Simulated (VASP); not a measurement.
# Ge2SbO (P6/mmm) in VASP: a series of runs

Ge2SbO is run at these levels: PBE; tasks: single point, relaxation of cell and atoms.

Everything below comes from runs of VASP 6.6.1. Logs are shortened: lines on timing, memory, paths and dates and some standing lists are left out, and cuts for length are marked.

**1. The cell of the first run**

The structure is hexagonal, space group P6/mmm (No. 191). The conventional cell has a = 3.594 Å, b = 3.594 Å, c = 7.337 Å, α = 90.00°, β = 90.00°, γ = 120.00°. Within 2.4 Å of Ge (site symmetry 6mm) lie 1 O at 1.82 Å and 1 Sb at 1.85 Å. Within 2.5 Å of Sb (site symmetry 6/mmm) lie 2 Ge at 1.85 Å. O (site symmetry 6/mmm) has 2 Ge at 1.82 Å within 2.4 Å.

The cell was built from a structure type or drawn by symmetry, and may not be a known phase.

**2. Single point, PBE**

INCAR reads:

```
ALGO = Normal ; EDIFF = 1E-6
ENCUT = 520 ; GGA = PE
ISIF = 2 ; ISMEAR = 0
LASPH = T ; LCHARG = F
LREAL = F ; LWAVE = F
NBANDS = 28 ; NELM = 80
PREC = Accurate ; SIGMA = 0.1
```

KPOINTS reads:

```
k-points
0
Gamma
  6 6 4
```

POSCAR reads:

```
Ge2SbO
1.0
    3.5937163600      0.0000000000      0.0000000000
   -1.7968581800      3.1122496600      0.0000000000
    0.0000000000      0.0000000000      7.3365832000
Ge Sb O
2 1 1
Direct
    0.0000000000      0.0000000000      0.2523463800
    0.0000000000      0.0000000000      0.7476536200
    0.0000000000      0.0000000000      0.0000000000
    0.0000000000      0.0000000000      0.5000000000
```

Potentials or basis: VASP PAW PBE potentials, release 64 (Ge_d, Sb, O).

The run is started by

```
$ cat potpaw_PBE.64/Ge_d/POTCAR potpaw_PBE.64/Sb/POTCAR potpaw_PBE.64/O/POTCAR > POTCAR
$ mpirun -np 1 vasp_std > vasp.out
```

OUTCAR:

```text
EDIFF = 1E-6
   ENCUT = 520
   GGA = PE
   ISIF = 2
   ISMEAR = 0
   LASPH = T
   LREAL = F
   NELM = 80
   PREC = Accurate

 ion  position               nearest neighbor table
   1  0.000  0.000  0.252-   4 1.82   3 1.85
   2  0.000  0.000  0.748-   4 1.82   3 1.85
   3  0.000  0.000  0.000-   1 1.85   2 1.85
   4  0.000  0.000  0.500-   1 1.82   2 1.82

  LATTYP: Found a hexagonal cell.
 ALAT       =     3.5937163600
 C/A-ratio  =     2.0415031308

  Lattice vectors:

 A1 = (   3.5937163600,   0.0000000000,   0.0000000000)
 A2 = (  -1.7968581800,   3.1122496600,   0.0000000000)
 A3 = (   0.0000000000,   0.0000000000,   7.3365832000)

Analysis of symmetry for initial positions (statically):
=====================================================================
 Subroutine PRICEL returns:
 Original cell was already a primitive cell.

 Routine SETGRP: Setting up the symmetry group for a
 hexagonal supercell.

 Subroutine GETGRP returns: Found 24 space group operations
 (whereof 24 operations were pure point group operations)
 out of a pool of 24 trial point group operations.

The static configuration has the point symmetry D_6h.

Analysis of symmetry for dynamics (positions and initial velocities):
=====================================================================
 Subroutine PRICEL returns:
 Original cell was already a primitive cell.

 Routine SETGRP: Setting up the symmetry group for a
 hexagonal supercell.

 Subroutine GETGRP returns: Found 24 space group operations
 (whereof 24 operations were pure point group operations)
 out of a pool of 24 trial point group operations.

The dynamic configuration has the point symmetry D_6h.

 Subroutine INISYM returns: Found 24 space group operations
 (whereof 24 operations are pure point group operations),
 and found     1 'primitive' translations

----------------------------------------------------------------------------------------

                                     Primitive cell

  volume of cell :      82.0563

  direct lattice vectors                    reciprocal lattice vectors
     3.593716360  0.000000000  0.000000000     0.278263474  0.160655492  0.000000000
    -1.796858180  3.112249660  0.000000000     0.000000000  0.321310984  0.000000000
     0.000000000  0.000000000  7.336583200     0.000000000  0.000000000  0.136303232

  length of vectors
     3.593716360  3.593716358  7.336583200     0.321310984  0.321310984  0.136303232

  position of ions in fractional coordinates (direct lattice)
     0.000000000  0.000000000  0.252346380
     0.000000000  0.000000000  0.747653620
     0.000000000  0.000000000  0.000000000
     0.000000000  0.000000000  0.500000000

  ion indices of the primitive-cell ions
   primitive index   ion index
                 1           1
                 2           2
                 3           3
                 4           4

----------------------------------------------------------------------------------------

 KPOINTS: k-points

Automatic generation of k-mesh.
 Grid dimensions read from file:
 generate k-points for:    6    6    4

 Generating k-lattice:

  Cartesian coordinates                     Fractional coordinates (reciprocal lattice)
     0.046377246  0.026775915  0.000000000     0.166666667  0.000000000  0.000000000
     0.000000000  0.053551831  0.000000000     0.000000000  0.166666667  0.000000000
     0.000000000  0.000000000  0.034075808     0.000000000  0.000000000  0.250000000

  Length of vectors
     0.053551831  0.053551831  0.034075808

  Shift w.r.t. Gamma in fractional coordinates (k-lattice)
     0.000000000  0.000000000  0.000000000

 Subroutine IBZKPT returns following result:
 ===========================================

 Found     21 irreducible k-points:

 Following reciprocal coordinates:
            Coordinates               Weight
  0.000000  0.000000  0.000000      1.000000
  0.166667  0.000000  0.000000      6.000000
  0.333333  0.000000  0.000000      6.000000
  0.500000  0.000000  0.000000      3.000000
  0.166667  0.166667  0.000000      6.000000
  0.333333  0.166667  0.000000     12.000000
[... 13 lines left out ...]
  0.333333  0.166667  0.500000     12.000000
  0.333333  0.333333  0.500000      2.000000
   k-points           NKPTS =     21   k-points in BZ     NKDIM =     21   number of bands    NBANDS=     28
   number of dos      NEDOS =    301   number of ions     NIONS =      4
   total plane-waves  NPLWV =  43904
   dimension x,y,z NGX =    28 NGY =   28 NGZ =   56
   dimension x,y,z NGXF=    56 NGYF=   56 NGZF=  112
   ions per type =               2   1   1
   NGX,Y,Z   is equivalent  to a cutoff of  12.95, 12.95, 12.69 a.u.
   NGXF,Y,Z  is equivalent  to a cutoff of  25.91, 25.91, 25.38 a.u.
 SYSTEM =  unknown system
   PREC   = accura    normal or accurate (medium, high low for compatibility)
   ISTART =      0    job   : 0-new  1-cont  2-samecut
   ICHARG =      2    charge: 1-file 2-atom 10-const
   ISPIN  =      1    spin polarized calculation?
   LNONCOLLINEAR =      F non collinear calculations
   LSORBIT =      F    spin-orbit coupling
   LASPH  =      T    aspherical Exc in radial PAW
   ENCUT  =  520.0 eV  38.22 Ry    6.18 a.u.   6.68  6.68 13.64*2*pi/ulx,y,z
   NELM   =     80;   NELMIN=  2; NELMDL= -5     # of ELM steps
   EDIFF  = 0.1E-05   stopping-criterion for ELM
   LREAL  =      F    real-space projection
   EDIFFG = 0.1E-04   stopping-criterion for IOM
   NSW    =      0    number of steps for IOM
   IBRION =     -1    ionic relax: 0-MD 1-quasi-New 2-CG
   NFREE  =      0    steps in history (QN), initial steepest desc. (CG)
   ISIF   =      2    stress and relaxation
   ISYM   =      2    0-nonsym 1-usesym 2-fastsym
   POTIM  = 0.5000    time-step for ionic-motion
   TEBEG  =    0.0;   TEEND  =   0.0 temperature during run
   PSTRESS=    0.0 pullay stress
   NELECT =      39.0000    total number of electrons
   NUPDOWN=      -1.0000    fix difference up-down
   EMIN   =  10.00;   EMAX   =-10.00  energy-range for DOS
   EFERMI =   0.00;   METHOD = LEGACY
   ISMEAR =     0;   SIGMA  =   0.10  broadening in eV -4-tet -1-fermi 0-gaus
   EFERMI_NEDOS =   21; number of points for ismear=-14 and -15
   IALGO  =     38    algorithm
   IMIX   =      4    mixing-type and parameters
     AMIX     =   0.40;   BMIX     =  1.00
     AMIX_MAG =   1.60;   BMIX_MAG =  1.00
  volume/ion in A,a.u.               =      20.51       138.44
  Fermi-wavevector in a.u.,A,eV,Ry     =   1.277592  2.414300 22.208008  1.632243
  Thomas-Fermi vector in A             =   2.410183
   LORBIT       =      0    0 simple, 1 ext, 2 COOP (PROOUT), +10 PAW based schemes
   GGA     = PE    functional components
   LHFCALC =     F    Hartree Fock is set to
   AEXX    =    0.0000 exact exchange contribution
   IVDW    =     0    specifies the selected vdW correction
   LEPSILON=     F    determine dielectric tensor
   LRPA    =     F    only Hartree local field effects (RPA)
 non-spin polarized calculation
 Gauss-broadening in eV      SIGMA  =   0.10
  energy-cutoff  :      520.00
  volume of cell :       82.06
 maximum number of plane-waves:      2248
 NGX is ok and might be reduce to    28
   NGX = 13   NGY = 13   NGZ = 27

 number of electron      38.9999977 magnetization

 Free energy of the ion-electron system (eV)
  ---------------------------------------------------
  ext. energy  EPLUGINS =         0.00000000
  ---------------------------------------------------
  free energy    TOTEN  =        -5.03555487 eV

  energy without entropy =       -5.02402829  energy(sigma->0) =       -5.02979158

 E-fermi :   5.0540     XC(G=0):  -9.7556

 val. band max:        5.0148796990   @ k =   0.1667   0.1667   0.2500
 cond. band min:       5.0655107771   @ k =   0.3333   0.3333   0.5000
 fundamental gap:      0.0506310782
 Fermi energy:         5.0539648831

 k-point     1 :       0.0000    0.0000    0.0000
  band No.  band energies     occupation
      1     -20.8961      2.00000
      2     -20.8176      2.00000
      3     -20.5252      2.00000
      4     -20.5252      2.00000
      5     -20.4550      2.00000
      6     -20.4550      2.00000
[... 20 lines left out ...]
     27      13.4563      0.00000
     28      13.4816      0.00000

 k-point     2 :       0.1667    0.0000    0.0000
  band No.  band energies     occupation
      1     -20.8950      2.00000
      2     -20.8157      2.00000
      3     -20.5273      2.00000
      4     -20.5257      2.00000
      5     -20.4564      2.00000
      6     -20.4554      2.00000
[... 20 lines left out ...]
     27      13.7143      0.00000
     28      14.0568      0.00000

 k-point     3 :       0.3333    0.0000    0.0000
  band No.  band energies     occupation
      1     -20.8929      2.00000
      2     -20.8121      2.00000
      3     -20.5315      2.00000
      4     -20.5268      2.00000
      5     -20.4593      2.00000
      6     -20.4561      2.00000
[... 20 lines left out ...]
     27      13.5212      0.00000
     28      14.7427      0.00000

 k-point     4 :       0.5000    0.0000    0.0000
  band No.  band energies     occupation
      1     -20.8918      2.00000
      2     -20.8102      2.00000
      3     -20.5336      2.00000
      4     -20.5273      2.00000
      5     -20.4607      2.00000
      6     -20.4564      2.00000
[... 20 lines left out ...]
     27      13.5503      0.00000
     28      13.9448      0.00000

 k-point     5 :       0.1667    0.1667    0.0000
  band No.  band energies     occupation
      1     -20.8934      2.00000
      2     -20.8130      2.00000
      3     -20.5301      2.00000
      4     -20.5269      2.00000
      5     -20.4583      2.00000
      6     -20.4562      2.00000
[... 20 lines left out ...]
     27      14.2933      0.00000
     28      14.3955      0.00000

 k-point     6 :       0.3333    0.1667    0.0000
  band No.  band energies     occupation
      1     -20.8918      2.00000
      2     -20.8102      2.00000
      3     -20.5325      2.00000
      4     -20.5283      2.00000
      5     -20.4600      2.00000
      6     -20.4572      2.00000
[... 370 lines left out ...]
      5     -20.4665      2.00000
      6     -20.4619      2.00000
[... 20 lines left out ...]
     27      13.4224      0.00000
     28      15.9101      0.00000

 k-point    19 :       0.1667    0.1667    0.5000
  band No.  band energies     occupation
      1     -20.9778      2.00000
      2     -20.7254      2.00000
      3     -20.5246      2.00000
      4     -20.5216      2.00000
      5     -20.4639      2.00000
      6     -20.4616      2.00000
[... 20 lines left out ...]
     27      13.8317      0.00000
     28      13.8681      0.00000

 k-point    20 :       0.3333    0.1667    0.5000
  band No.  band energies     occupation
      1     -20.9762      2.00000
      2     -20.7226      2.00000
      3     -20.5269      2.00000
      4     -20.5229      2.00000
      5     -20.4657      2.00000
      6     -20.4627      2.00000
[... 20 lines left out ...]
     27      13.6488      0.00000
     28      15.5287      0.00000

 k-point    21 :       0.3333    0.3333    0.5000
  band No.  band energies     occupation
      1     -20.9757      2.00000
      2     -20.7217      2.00000
      3     -20.5255      2.00000
      4     -20.5255      2.00000
      5     -20.4647      2.00000
      6     -20.4647      2.00000
[... 20 lines left out ...]
     27      14.6218      0.00000
     28      14.6218      0.00000

------------------------ aborting loop because EDIFF is reached ----------------------------------------

  FORCE on cell =-STRESS in cart. coord.  units (eV):
  Direction    XX          YY          ZZ          XY          YZ          ZX
  --------------------------------------------------------------------------------------
  -------------------------------------------------------------------------------------
  Total        1.5332608      1.5332608     93.0777063      0.0000000      0.0000000      0.0000000
  in kB       29.9374325     29.9374324   1817.3734655      0.0000000      0.0000000      0.0000000
  external PRESSURE =     625.7494434 kB  Pullay stress =       0.0000000 kB

 VOLUME and BASIS-vectors are now :
 -----------------------------------------------------------------------------
  energy-cutoff  :      520.00
  volume of cell :       82.06
      direct lattice vectors                 reciprocal lattice vectors
     3.593716360  0.000000000  0.000000000     0.278263474  0.160655492  0.000000000
    -1.796858180  3.112249660  0.000000000     0.000000000  0.321310984  0.000000000
     0.000000000  0.000000000  7.336583200     0.000000000  0.000000000  0.136303232

 POSITION                                       TOTAL-FORCE (eV/Angst)
 -----------------------------------------------------------------------------------
      0.00000      0.00000      1.85136        -0.000000      0.000000     24.766292
      0.00000      0.00000      5.48522         0.000000     -0.000000    -24.766292
      0.00000      0.00000      0.00000        -0.000000      0.000000     -0.000000
      0.00000      0.00000      3.66829        -0.000000      0.000000     -0.000000
 -----------------------------------------------------------------------------------
    total drift:                               -0.000000     -0.000000      0.000000

  FREE ENERGIE OF THE ION-ELECTRON SYSTEM (eV)
  ---------------------------------------------------
  free  energy   TOTEN  =        -5.0355548728 eV

  energy  without entropy=       -5.0240282917  energy(sigma->0) =       -5.02979158
```

It took 53 s on 1 thread of Intel Xeon Platinum 8488C (Sapphire Rapids), shared host; peak memory 0.21 GiB.

Results:

| Property | Result |
| --- | --- |
| Free energy | -5.0356 eV |
| Pressure | 62.6 GPa |
| Largest force | 24.766 eV/Å |
| Band gap on the k mesh | zero (an odd number of electrons rules out a gap without spin polarisation) |

Forces in eV/Å, atoms in the order of the input:
```
Ge    0.000   0.000  24.766
Ge    0.000   0.000 -24.766
Sb    0.000   0.000   0.000
O     0.000   0.000   0.000
```

Stress tensor (GPa, compression positive):
```
  2.99   0.00   0.00
  0.00   2.99   0.00
  0.00   0.00 181.74
```

Caveat: the cell stands under pressure; spin-orbit coupling is left out, which moves the levels of the heavy elements; an odd number of electrons without spin polarisation forces a metal; a magnetic or distorted state may lie lower.

[end of part 1 of 2]
